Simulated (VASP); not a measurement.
Set up this calculation in VASP 6.6.1, as the native input.

- Task: single point
- Functional: PBEsol
- Potentials or basis: VASP PAW PBE potentials, release 64 (Te, Sn_d)
- Cutoff: 520 eV
- k mesh: 7 × 7 × 7
- Occupations: fermi-dirac, width 0.05 eV
- Spin: non-collinear spin, zero start, spin-orbit coupling
- Starting moments: [[0.0, 0.0, 0.0], [0.0, 0.0, 0.0]] μB
- Dipole correction: no
- Further INCAR settings: ALGO = Normal; EDIFF = 1e-07; NBANDS = 32

The structure of SnTe lies in POSCAR:

```
SnTe
1.0
    0.0000000000      3.6111460000      3.6111460000
    3.6111460000      0.0000000000      3.6111460000
    3.6111460000      3.6111460000      0.0000000000
Te Sn
1 1
Direct
    0.2500000000      0.2500000000      0.2500000000
    0.0000000000      0.0000000000      0.0000000000
```

These files were run (other wordings do the same):

INCAR

```
SYSTEM = SnTe
  PREC = Accurate
  ENCUT = 520
  EDIFF = 1E-7
  ISMEAR = -1
  SIGMA = 0.05
  LREAL = .FALSE.
  LASPH = .TRUE.
  NELM = 150
  ALGO = Normal
  ISIF = 2
  LWAVE = .FALSE.
  LCHARG = .TRUE.
  MAGMOM = 0 0 0 0 0 0
  LORBIT = 11
  LSORBIT = .TRUE.
  GGA_COMPAT = .FALSE.
  LORBMOM = .TRUE.
  GGA = PS
  LVHAR = .TRUE.
  NBANDS = 32
```

KPOINTS

```
Automatic mesh
0
G
  7 7 7
  0 0 0
```

Potentials or basis: VASP PAW PBE potentials, release 64 (Te, Sn_d).

Command:

```console
$ cat potpaw_PBE.64/Te/POTCAR potpaw_PBE.64/Sn_d/POTCAR > POTCAR
$ mpirun -np 1 vasp_ncl > vasp.out
```

Results of the run:

```json
{
 "Pressure": "-1.4 GPa",
 "Net moment": "0.00 μB per cell",
 "Valence electrons inside the program's atomic spheres": "Te 3.35; Sn 12.05"
}
```

Caveat: the PAW data sets were made with another functional, which shifts forces and pressure a little.

Run time: 2.6 min on 1 thread of Intel(R) Xeon(R) 6975P-C (Granite Rapids), with other jobs on the host, peak memory 0.56 GiB.
